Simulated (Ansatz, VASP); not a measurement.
# Zr3H in VASP and in Ansatz

```
Zr H
1.0
     3.12329    0.00000    0.00000
     0.00000    3.12329    0.00000
     0.00000    0.00000   21.17391
Zr H
3 1
Direct
  0.50000 0.50000 0.18891
  0.00000 0.00000 0.28748
  0.50000 0.50000 0.38604
  0.87500 0.87500 0.43138
```

Alike in both runs: task single point; functional LDA; k mesh 9 × 9 × 1; occupations gaussian, width 0.1 eV; no spin polarisation.

```csv
,VASP,Ansatz
version,VASP 6.6.1,Ansatz 0.2.0
potentials or method,"VASP PAW LDA potentials, release 64 (Zr_sv, H), cutoff 520 eV","scalar-relativistic, plane waves, PAW"
valence electrons in the cell,37,37
```

|  | VASP | Ansatz | Ansatz less VASP |
| --- | --- | --- | --- |
| gap on the k mesh at the Fermi level (eV) | none | none | - |
| rms of the force components (eV/Å) | 0.550 | 0.546 | -0.0034 |

LDA's correlation is that of Perdew and Zunger in VASP and of Perdew and Wang (1992) in Ansatz. Atom by atom the forces differ by 0.006 eV/Å (rms over components). A gap of «none» marks a metal or a gap that the smearing closes. Ansatz's warnings: xc potential rough in thin density.
